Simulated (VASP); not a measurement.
A run of VASP 6.6.1:

POSCAR

```
MgS
1.0
    4.0349270924      0.0000000000      0.0000000000
   -2.0174635462      3.4943493645      0.0000000000
    0.0000000000      0.0000000000      6.4379384122
S Mg
2 2
Direct
    0.6666666667      0.3333333333      0.8783686539
    0.3333333333      0.6666666667      0.3783686539
    0.3333333333      0.6666666667      0.9966303461
    0.6666666667      0.3333333333      0.4966303461
```

File INCAR.step1:

```
SYSTEM = MgS
PREC = Accurate
ENCUT = 520
EDIFF = 1E-5
ISMEAR = -1
SIGMA = 0.05
LREAL = .FALSE.
LASPH = .TRUE.
NELM = 60
ALGO = Normal
ISIF = 2
LWAVE = .TRUE.
LCHARG = .FALSE.
GGA = PE
NBANDS = 16
```

Contents of INCAR.step2:

```
SYSTEM = MgS
PREC = Accurate
ENCUT = 520
EDIFF = 1E-6
ISMEAR = -1
SIGMA = 0.05
LREAL = .FALSE.
LASPH = .TRUE.
NELM = 60
ALGO = Normal
ISIF = 2
LWAVE = .FALSE.
LCHARG = .FALSE.
GGA = PE
LHFCALC = .TRUE.
HFSCREEN = 0.2079
PRECFOCK = Normal
ISTART = 1
NBANDS = 16
```

KPOINTS

```
regular mesh
0
G
  4 4 4
  0 0 0
```

Potentials or basis: VASP PAW PBE potentials, release 64 (S, Mg).

Command:

```bash
$ cat potpaw_PBE.64/S/POTCAR potpaw_PBE.64/Mg/POTCAR > POTCAR
$ cp INCAR.step1 INCAR
$ mpirun -np 1 vasp_std > vasp.out
$ cp INCAR.step2 INCAR
$ mpirun -np 1 vasp_std > vasp.out
```

Hardware: 1 thread of Intel(R) Xeon(R) Platinum 8259CL CPU @ 2.50GHz (Skylake/Cascade Lake) (shared host).

Task: How long does it take, and how much memory?

Result: Wall time 12 min on 1 thread of Intel(R) Xeon(R) Platinum 8259CL CPU @ 2.50GHz (Skylake/Cascade Lake) (shared host), peak memory 0.32 GiB. Counts: k points 12.
